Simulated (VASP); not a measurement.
# S in VASP: notebook

S is run at these levels: PBE, r2SCAN; tasks: single point.

Program: VASP 6.6.1. These are calculated values, not measurements. Logs are shortened: lines on timing, memory, paths and dates and some standing lists are left out, and cuts for length are marked.

## 1. The cell of the first run

Symmetry: P4_2/mnm, No. 136, tetragonal system. Conventional cell: a = 5.678 Å, b = 5.678 Å, c = 2.950 Å, α = 90.00°, β = 90.00°, γ = 90.00°. Within 2.5 Å of S (site symmetry m2m) lie 1 S at 1.87 Å.

## 2. Single point, PBE

INCAR

```
SYSTEM = S
ALGO = Normal
EDIFF = 1E-7
ENCUT = 520
GGA = PE
ISIF = 2
ISMEAR = -1
LASPH = .TRUE.
LCHARG = .FALSE.
LREAL = .FALSE.
LWAVE = .FALSE.
NBANDS = 20
NELM = 100
PREC = Accurate
SIGMA = 0.05
```

KPOINTS

```
k-points
0
G
  5 5 9
  0 0 0
```

POSCAR

```
S
1.0
    5.6780537900      0.0000000000      0.0000000000
    0.0000000000      5.6780537900      0.0000000000
    0.0000000000      0.0000000000      2.9496155800
S
4
Direct
    0.6166086200      0.3833913800      0.0000000000
    0.3833913800      0.6166086200      0.0000000000
    0.1166086200      0.1166086200      0.5000000000
    0.8833913800      0.8833913800      0.5000000000
```

Potentials or basis: VASP PAW PBE potentials, release 64 (S).

On the command line:

```bash
$ cat potpaw_PBE.64/S/POTCAR > POTCAR
$ mpirun -np 1 vasp_std > vasp.out
```

OUTCAR:

```text
SYSTEM = S
   EDIFF = 1E-7
   ENCUT = 520
   GGA = PE
   ISIF = 2
   ISMEAR = -1
   LASPH = .TRUE.
   LREAL = .FALSE.
   NELM = 100
   PREC = Accurate

 ion  position               nearest neighbor table
   1  0.617  0.383  0.000-   2 1.87
   2  0.383  0.617  0.000-   1 1.87
   3  0.117  0.117  0.500-   4 1.87
   4  0.883  0.883  0.500-   3 1.87

  LATTYP: Found a simple tetragonal cell.
 ALAT       =     5.6780537900
 C/A-ratio  =     0.5194765124

  Lattice vectors:

 A1 = (   5.6780537900,   0.0000000000,   0.0000000000)
 A2 = (   0.0000000000,   5.6780537900,   0.0000000000)
 A3 = (   0.0000000000,   0.0000000000,   2.9496155800)

Analysis of symmetry for initial positions (statically):
=====================================================================
 Subroutine PRICEL returns:
 Original cell was already a primitive cell.

 Routine SETGRP: Setting up the symmetry group for a
 simple tetragonal supercell.

 Subroutine GETGRP returns: Found 16 space group operations
 (whereof  8 operations were pure point group operations)
 out of a pool of 16 trial point group operations.

The static configuration has the point symmetry D_2h.
 The point group associated with its full space group is D_4h.

Analysis of symmetry for dynamics (positions and initial velocities):
=====================================================================
 Subroutine PRICEL returns:
 Original cell was already a primitive cell.

 Routine SETGRP: Setting up the symmetry group for a
 simple tetragonal supercell.

 Subroutine GETGRP returns: Found 16 space group operations
 (whereof  8 operations were pure point group operations)
 out of a pool of 16 trial point group operations.

The dynamic configuration has the point symmetry D_2h.
 The point group associated with its full space group is D_4h.

 Subroutine INISYM returns: Found 16 space group operations
 (whereof  8 operations are pure point group operations),
 and found     1 'primitive' translations

----------------------------------------------------------------------------------------

                                     Primitive cell

  volume of cell :      95.0965

  direct lattice vectors                    reciprocal lattice vectors
     5.678053790  0.000000000  0.000000000     0.176116683  0.000000000  0.000000000
     0.000000000  5.678053790  0.000000000     0.000000000  0.176116683  0.000000000
     0.000000000  0.000000000  2.949615580     0.000000000  0.000000000  0.339027230

  length of vectors
     5.678053790  5.678053790  2.949615580     0.176116683  0.176116683  0.339027230

  position of ions in fractional coordinates (direct lattice)
     0.616608620  0.383391380  0.000000000
     0.383391380  0.616608620  0.000000000
     0.116608620  0.116608620  0.500000000
     0.883391380  0.883391380  0.500000000

  ion indices of the primitive-cell ions
   primitive index   ion index
                 1           1
                 2           2
                 3           3
                 4           4

----------------------------------------------------------------------------------------

 KPOINTS: k-points

Automatic generation of k-mesh.
 Grid dimensions read from file:
 generate k-points for:    5    5    9

 Generating k-lattice:

  Cartesian coordinates                     Fractional coordinates (reciprocal lattice)
     0.035223337  0.000000000  0.000000000     0.200000000  0.000000000  0.000000000
     0.000000000  0.035223337  0.000000000     0.000000000  0.200000000  0.000000000
     0.000000000  0.000000000  0.037669692     0.000000000  0.000000000  0.111111111

  Length of vectors
     0.035223337  0.035223337  0.037669692

  Shift w.r.t. Gamma in fractional coordinates (k-lattice)
     0.000000000  0.000000000  0.000000000

 Subroutine IBZKPT returns following result:
 ===========================================

 Found     30 irreducible k-points:

 Following reciprocal coordinates:
            Coordinates               Weight
  0.000000  0.000000  0.000000      1.000000
  0.200000  0.000000  0.000000      4.000000
  0.400000  0.000000  0.000000      4.000000
  0.200000  0.200000  0.000000      4.000000
  0.400000  0.200000  0.000000      8.000000
  0.400000  0.400000  0.000000      4.000000
[... 16 lines left out ...]
  0.400000  0.200000  0.333333     16.000000
  0.400000  0.400000  0.333333      8.000000
 [... further k-points ...]
   k-points           NKPTS =     30   k-points in BZ     NKDIM =     30   number of bands    NBANDS=     20
   number of dos      NEDOS =    301   number of ions     NIONS =      4
   total plane-waves  NPLWV =  42336
   dimension x,y,z NGX =    42 NGY =   42 NGZ =   24
   dimension x,y,z NGXF=    84 NGYF=   84 NGZF=   48
   ions per type =               4
   NGX,Y,Z   is equivalent  to a cutoff of  12.30, 12.30, 13.53 a.u.
   NGXF,Y,Z  is equivalent  to a cutoff of  24.59, 24.59, 27.05 a.u.
 SYSTEM =  S
   PREC   = accura    normal or accurate (medium, high low for compatibility)
   ISTART =      0    job   : 0-new  1-cont  2-samecut
   ICHARG =      2    charge: 1-file 2-atom 10-const
   ISPIN  =      1    spin polarized calculation?
   LNONCOLLINEAR =      F non collinear calculations
   LSORBIT =      F    spin-orbit coupling
   LASPH  =      T    aspherical Exc in radial PAW
   ENCUT  =  520.0 eV  38.22 Ry    6.18 a.u.  10.56 10.56  5.48*2*pi/ulx,y,z
   NELM   =    100;   NELMIN=  2; NELMDL= -5     # of ELM steps
   EDIFF  = 0.1E-06   stopping-criterion for ELM
   LREAL  =      F    real-space projection
   EDIFFG = 0.1E-05   stopping-criterion for IOM
   NSW    =      0    number of steps for IOM
   IBRION =     -1    ionic relax: 0-MD 1-quasi-New 2-CG
   NFREE  =      0    steps in history (QN), initial steepest desc. (CG)
   ISIF   =      2    stress and relaxation
   ISYM   =      2    0-nonsym 1-usesym 2-fastsym
   POTIM  = 0.5000    time-step for ionic-motion
   TEBEG  =    0.0;   TEEND  =   0.0 temperature during run
   PSTRESS=    0.0 pullay stress
   NELECT =      24.0000    total number of electrons
   NUPDOWN=      -1.0000    fix difference up-down
   EMIN   =  10.00;   EMAX   =-10.00  energy-range for DOS
   EFERMI =   0.00;   METHOD = LEGACY
   ISMEAR =    -1;   SIGMA  =   0.05  broadening in eV -4-tet -1-fermi 0-gaus
   EFERMI_NEDOS =   21; number of points for ismear=-14 and -15
   IALGO  =     38    algorithm
   IMIX   =      4    mixing-type and parameters
     AMIX     =   0.40;   BMIX     =  1.00
     AMIX_MAG =   1.60;   BMIX_MAG =  1.00
  volume/ion in A,a.u.               =      23.77       160.44
  Fermi-wavevector in a.u.,A,eV,Ry     =   1.034563  1.955041 14.562607  1.070321
  Thomas-Fermi vector in A             =   2.168865
   LORBIT       =      0    0 simple, 1 ext, 2 COOP (PROOUT), +10 PAW based schemes
   GGA     = PE    functional components
   LHFCALC =     F    Hartree Fock is set to
   AEXX    =    0.0000 exact exchange contribution
   IVDW    =     0    specifies the selected vdW correction
   LEPSILON=     F    determine dielectric tensor
   LRPA    =     F    only Hartree local field effects (RPA)
 non-spin polarized calculation
  energy-cutoff  :      520.00
  volume of cell :       95.10
 maximum number of plane-waves:      2595
 NGX is ok and might be reduce to    42
   NGX = 21   NGY = 21   NGZ = 11

 number of electron      23.9999998 magnetization

 Free energy of the ion-electron system (eV)
  ---------------------------------------------------
  ext. energy  EPLUGINS =         0.00000000
  ---------------------------------------------------
  free energy    TOTEN  =       -15.11200907 eV

  energy without entropy =      -15.09324148  energy(sigma->0) =      -15.10262527

 E-fermi :   3.1361     XC(G=0):  -8.8063

 val. band max:        3.1179446653   @ k =   0.4000   0.4000   0.2222
 cond. band min:       3.2649485499   @ k =   0.4000   0.4000   0.3333
 fundamental gap:      0.1470038846
 Fermi energy:         3.1360833331

 k-point     1 :       0.0000    0.0000    0.0000
  band No.  band energies     occupation
      1     -13.5646      2.00000
      2     -13.0101      2.00000
      3      -7.7313      2.00000
      4      -7.7313      2.00000
      5      -2.3776      2.00000
      6      -1.9182      2.00000
[... 12 lines left out ...]
     19      10.8888      0.00000
     20      11.2565      0.00000

 k-point     2 :       0.2000    0.0000    0.0000
  band No.  band energies     occupation
      1     -13.5147      2.00000
      2     -13.0662      2.00000
      3      -7.7251      2.00000
      4      -7.7223      2.00000
      5      -2.6499      2.00000
      6      -2.3598      2.00000
[... 12 lines left out ...]
     19      11.1715      0.00000
     20      11.2491      0.00000

 k-point     3 :       0.4000    0.0000    0.0000
  band No.  band energies     occupation
      1     -13.3812      2.00000
      2     -13.2099      2.00000
      3      -7.7123      2.00000
      4      -7.7094      2.00000
      5      -2.8976      2.00000
      6      -2.7980      2.00000
[... 12 lines left out ...]
     19      10.8606      0.00000
     20      11.1392      0.00000

 k-point     4 :       0.2000    0.2000    0.0000
  band No.  band energies     occupation
      1     -13.4722      2.00000
      2     -13.1088      2.00000
      3      -7.7753      2.00000
      4      -7.6974      2.00000
      5      -2.8655      2.00000
      6      -2.0865      2.00000
[... 12 lines left out ...]
     19      10.9154      0.00000
     20      11.5116      0.00000

 k-point     5 :       0.4000    0.2000    0.0000
  band No.  band energies     occupation
      1     -13.3602      2.00000
      2     -13.2210      2.00000
      3      -7.7815      2.00000
      4      -7.7338      2.00000
      5      -2.8279      2.00000
      6      -2.4581      2.00000
[... 12 lines left out ...]
     19      10.4408      0.00000
     20      10.6438      0.00000

 k-point     6 :       0.4000    0.4000    0.0000
  band No.  band energies     occupation
      1     -13.3093      2.00000
      2     -13.2558      2.00000
      3      -7.8450      2.00000
      4      -7.8168      2.00000
      5      -2.4266      2.00000
      6      -2.0355      2.00000
[... 12 lines left out ...]
     19      10.0533      0.00000
     20      10.3740      0.00000

 k-point     7 :       0.0000    0.0000    0.1111
  band No.  band energies     occupation
      1     -13.4537      2.00000
      2     -12.9194      2.00000
      3      -7.6065      2.00000
      4      -7.6065      2.00000
      5      -2.3305      2.00000
      6      -1.8247      2.00000
[... 12 lines left out ...]
     19      11.3055      0.00000
     20      12.3352      0.00000
[... 277 lines left out ...]
 k-point    20 :       0.2000    0.0000    0.3333
  band No.  band energies     occupation
      1     -12.6995      2.00000
      2     -12.4277      2.00000
      3      -6.8029      2.00000
      4      -6.7993      2.00000
      5      -2.5597      2.00000
      6      -2.1375      2.00000
[... 12 lines left out ...]
     19      11.3676      0.00000
     20      11.4633      0.00000

 k-point    21 :       0.4000    0.0000    0.3333
  band No.  band energies     occupation
      1     -12.6148      2.00000
      2     -12.5108      2.00000
      3      -6.8146      2.00000
      4      -6.8110      2.00000
      5      -2.4679      2.00000
      6      -2.2426      2.00000
[... 12 lines left out ...]
     19      10.7176      0.00000
     20      11.0810      0.00000

 k-point    22 :       0.2000    0.2000    0.3333
  band No.  band energies     occupation
      1     -12.6721      2.00000
      2     -12.4519      2.00000
      3      -6.8259      2.00000
      4      -6.8029      2.00000
      5      -2.5638      2.00000
      6      -2.0848      2.00000
[... 12 lines left out ...]
     19      10.7957      0.00000
     20      11.7201      0.00000

 k-point    23 :       0.4000    0.2000    0.3333
  band No.  band energies     occupation
      1     -12.6017      2.00000
      2     -12.5174      2.00000
      3      -6.8430      2.00000
      4      -6.8288      2.00000
      5      -2.4658      2.00000
      6      -2.2275      2.00000
[... 12 lines left out ...]
     19      10.9256      0.00000
     20      11.3166      0.00000

 k-point    24 :       0.4000    0.4000    0.3333
  band No.  band energies     occupation
      1     -12.5705      2.00000
      2     -12.5381      2.00000
      3      -6.8771      2.00000
      4      -6.8685      2.00000
      5      -2.3906      2.00000
      6      -2.2731      2.00000
[... 12 lines left out ...]
     19      10.5282      0.00000
     20      10.6400      0.00000

 [... further k-points ...]
[... 5 lines left out ...]
  --------------------------------------------------------------------------------------
  -------------------------------------------------------------------------------------
  Total        1.5763690      1.5763690      0.4345891     -0.0000000      0.0000000      0.0000000
  in kB       26.5585308     26.5585308      7.3219193     -0.0000000      0.0000000      0.0000000
  external PRESSURE =      20.1463270 kB  Pullay stress =       0.0000000 kB

 VOLUME and BASIS-vectors are now :
 -----------------------------------------------------------------------------
  energy-cutoff  :      520.00
  volume of cell :       95.10
      direct lattice vectors                 reciprocal lattice vectors
     5.678053790  0.000000000  0.000000000     0.176116683  0.000000000  0.000000000
     0.000000000  5.678053790  0.000000000     0.000000000  0.176116683  0.000000000
     0.000000000  0.000000000  2.949615580     0.000000000  0.000000000  0.339027230

 POSITION                                       TOTAL-FORCE (eV/Angst)
 -----------------------------------------------------------------------------------
      3.50114      2.17692      0.00000         0.409581     -0.409581     -0.000000
      2.17692      3.50114      0.00000        -0.409581      0.409581      0.000000
      0.66211      0.66211      1.47481         0.409581      0.409581      0.000000
      5.01594      5.01594      1.47481        -0.409581     -0.409581     -0.000000
 -----------------------------------------------------------------------------------
    total drift:                                0.000000      0.000000     -0.000000

  FREE ENERGIE OF THE ION-ELECTRON SYSTEM (eV)
  ---------------------------------------------------
  free  energy   TOTEN  =       -15.1120090700 eV

  energy  without entropy=      -15.0932414768  energy(sigma->0) =      -15.10262527
```

Run time: 44 s. Hardware: 1 thread of AMD EPYC 7R43 (Zen 3), shared host; peak memory 0.17 GiB.

What came out:

```
Free energy            : -15.1120 eV
Pressure               : 2.0 GPa
Largest force          : 0.579 eV/Å
Band gap on the k mesh : zero (band 12 reaches 4.03 eV, above the bottom of band 13 at 2.01 eV)
```

Forces on the atoms (eV/Å):
```
S    0.410 -0.410  0.000
S   -0.410  0.410  0.000
S    0.410  0.410  0.000
S   -0.410 -0.410  0.000
```

[end of part 1 of 2]
